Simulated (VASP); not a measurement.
Runs of VASP 6.6.1 on SnO2 (Cassiterite). The structure is that of space group P4_2/mnm (No. 136), or close to it. The cells are those of the table. 

```csv
level,cell,smearing,gap on the mesh (eV),pressure (GPa),largest force (eV/Å)
revPBE,"a = 4.769, b = 4.769, c = 3.208 Å, 6 atoms",gaussian 0.05 eV,1.11,10.3,(c)
revPBE+D3(BJ),"a = 4.769, b = 4.769, c = 3.208 Å, 6 atoms",fermi-dirac 0.05 eV,1.11,4.4,0.25
RPBE,"a = 4.738, b = 4.738, c = 3.187 Å, 6 atoms",fermi-dirac 0.05 eV,(b),16.0,0.33
revPBE,"a = 4.674, b = 4.674, c = 3.143 Å, 6 atoms",gaussian 0.05 eV,1.83,25.6,(a)
```

Alike in all rows: task single point; potentials or basis VASP PAW PBE potentials, release 64 (Sn_d, O); no spin polarisation; k mesh 6 × 6 × 8; cutoff (eV) 520.

**Question.** Fill in the values left out.

**Answer.** (a) 0.50; (b) 1.36; (c) 0.24.

Caveats: the PAW data sets were made with another functional, which shifts forces and pressure a little; spin-orbit coupling is left out, which moves the levels of the heavy elements.

A k mesh can miss the band edges, and the runs leave out spin-orbit coupling on Sn.
